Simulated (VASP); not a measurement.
Here is a VASP 6.6.1 calculation.

INCAR

```
PREC = Accurate ; ENCUT = 520
EDIFF = 1E-6 ; ISMEAR = -1
SIGMA = 0.1 ; LREAL = F
LASPH = T ; NELM = 150
ALGO = Normal ; ISIF = 2
LWAVE = F ; LCHARG = T
ISPIN = 2 ; MAGMOM = 3 3
LORBIT = 11 ; LMAXMIX = 4
GGA = PE ; LELF = T
LVHAR = T ; NBANDS = 20
```

File KPOINTS:

```
Automatic mesh
0
Gamma
  13 13 7
```

Contents of POSCAR:

```
Co
1.0
    2.5270016500      0.0000000000      0.0000000000
   -1.2635008200      2.1884476200      0.0000000000
    0.0000000000      0.0000000000      4.1190000000
Co
2
Direct
    0.3333333300      0.6666666700      0.2500000000
    0.6666666700      0.3333333300      0.7500000000
```

Potentials or basis: VASP PAW PBE potentials, release 64 (Co).

Command:

```console
$ cat potpaw_PBE.64/Co/POTCAR > POTCAR
$ mpirun -np 1 vasp_std > vasp.out
```

Predict the site moments.

Co +1.66 μB.

Predict the net moment.

3.26 μB per cell.

Estimate the pressure.

-9.6 GPa.

Stress tensor (GPa, compression positive):
```
 -9.16   0.00   0.00
  0.00  -9.16   0.00
  0.00   0.00 -10.39
```
